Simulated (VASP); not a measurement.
GaAs, 2 atoms in the cell. It takes space group F-43m (No. 216, cubic). Conventional cell: a = 5.458 Å, b = 5.458 Å, c = 5.458 Å, α = 90.00°, β = 90.00°, γ = 90.00°. Within 3.1 Å of Ga (site symmetry -43m) lie 4 As at 2.36 Å. As (site symmetry -43m) has 4 Ga at 2.36 Å within 3.1 Å.  This cell differs from its parent crystal: strain -0.050 along x and y, -0.050 along z.

```yaml
Program: VASP 6.6.1
Task: single point
Functional: PBE
Potentials_or_basis: VASP PAW PBE potentials, release 64 (Ga_d, As)
Cutoff: 500 eV
k_mesh: 10 × 10 × 10
Occupations: gaussian, width 0.03 eV
Spin: no spin polarisation
Dipole_correction: no
Further_INCAR_settings: ALGO = Normal; EDIFF = 1e-06; NBANDS = 16
```

Potentials or basis: VASP PAW PBE potentials, release 64 (Ga_d, As).

The run is started by

```console
$ cat potpaw_PBE.64/Ga_d/POTCAR potpaw_PBE.64/As/POTCAR > POTCAR
$ mpirun -np 1 vasp_std > vasp.out
```

Hardware: 1 thread of Intel Xeon 6975P-C (shared host).

Problem. How long does it take, and how much memory?

Solution. Wall time 24 s on 1 thread of Intel Xeon 6975P-C, on a shared host, peak memory 0.17 GiB. Counts: scf iterations 12, k points 47.
